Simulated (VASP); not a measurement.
A run of VASP 6.6.1 is set up as follows.

Contents of POSCAR:

```
Co
1.0
    2.3269918538      0.0000000000      0.0000000000
    0.0000000000      2.3269918538      0.0000000000
    0.0000000000      0.0000000000      2.3269918538
Co
1
Direct
    0.0000000000      0.0000000000      0.0000000000
```

The input INCAR.step1:

```
SYSTEM = Co
  PREC = Accurate
  ENCUT = 520
  ISMEAR = -1
  SIGMA = 0.1
  LREAL = .False.
  LASPH = .True.
  NELM = 150
  ISPIN = 2
  MAGMOM = 2.085
  LMAXMIX = 4
  NBANDS = 14
  GGA = PE
  ALGO = Normal
  EDIFF = 1E-4
  LWAVE = .True.
  LCHARG = .False.
```

File INCAR.step2:

```
SYSTEM = Co
  PREC = Accurate
  ENCUT = 520
  EDIFF = 1E-6
  ISMEAR = -1
  SIGMA = 0.1
  LREAL = .False.
  LASPH = .True.
  NELM = 150
  ALGO = Normal
  ISIF = 2
  LWAVE = .False.
  LCHARG = .True.
  ISPIN = 2
  MAGMOM = 2.085
  LORBIT = 11
  LMAXMIX = 4
  METAGGA = R2SCAN
  LMIXTAU = .True.
  LELF = .True.
  LVHAR = .True.
  NBANDS = 14
  ISTART = 1
```

Contents of KPOINTS:

```
Automatic mesh
0
Gamma
  7 7 7
  0 0 0
```

Potentials or basis: VASP PAW PBE potentials, release 64 (Co).

The run is started by

```bash
$ cat potpaw_PBE.64/Co/POTCAR > POTCAR
$ cp INCAR.step1 INCAR
$ mpirun -np 1 vasp_std > vasp.out
$ cp INCAR.step2 INCAR
$ mpirun -np 1 vasp_std > vasp.out
```

**Question.** What does it give for the pressure?

**Answer.** -0.9 GPa.

**Question.** What does it give for the net moment?

**Answer.** 1.99 μB per cell.

**Question.** What does it give for the site moments?

**Answer.** Co +2.03 μB.

Caveat: the k points lie up to 0.39 Å⁻¹ apart; the PAW data sets were made with another functional, which shifts forces and pressure a little.
